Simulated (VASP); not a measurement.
Input of a VASP 6.6.1 run:

Contents of INCAR:

```
  ALGO = Normal
  EDIFF = 1E-7
  ENCUT = 520
  GGA = PE
  ISIF = 2
  ISMEAR = 0
  LASPH = T
  LCHARG = F
  LREAL = F
  LWAVE = F
  NBANDS = 50
  NELM = 60
  PREC = Accurate
  SIGMA = 0.2
```

Contents of KPOINTS:

```
k-points
0
Gamma
  4 4 4
```

POSCAR

```
SnPb3S4
1.0
   -4.2417690000      0.0000000000     -4.2442260000
   -4.2417690000      0.0000000000      4.2442260000
    4.2417690000      5.9735700000      0.0000000000
Sn Pb S
1 3 4
Direct
    0.5162040000      0.4837960000      0.0000000000
    0.2547220000      0.7452780000      0.5000000000
    0.7547220000      0.2452780000      0.5000000000
    0.0059090000      0.9940910000      1.0000000000
    0.9680750000      0.4998870000      0.0000000000
    0.2524790000      0.2514650000      0.5039440000
    0.5001130000      0.0319250000      0.0000000000
    0.7485350000      0.7475210000      0.4960560000
```

Potentials or basis: VASP PAW PBE potentials, release 64 (Sn_d, Pb_d, S).

Launch:

```bash
$ cat potpaw_PBE.64/Sn_d/POTCAR potpaw_PBE.64/Pb_d/POTCAR potpaw_PBE.64/S/POTCAR > POTCAR
$ mpirun -np 1 vasp_std > vasp.out
```

(1) Estimate the largest force.

(2) Estimate the pressure.

(3) Estimate the band gap on the k mesh.

Results:

(1) 0.028 eV/Å.

(2) 0.0 GPa.

(3) 0.06 eV (least direct gap 0.09 eV).

Caveat: spin-orbit coupling is left out, which moves the levels of the heavy elements.
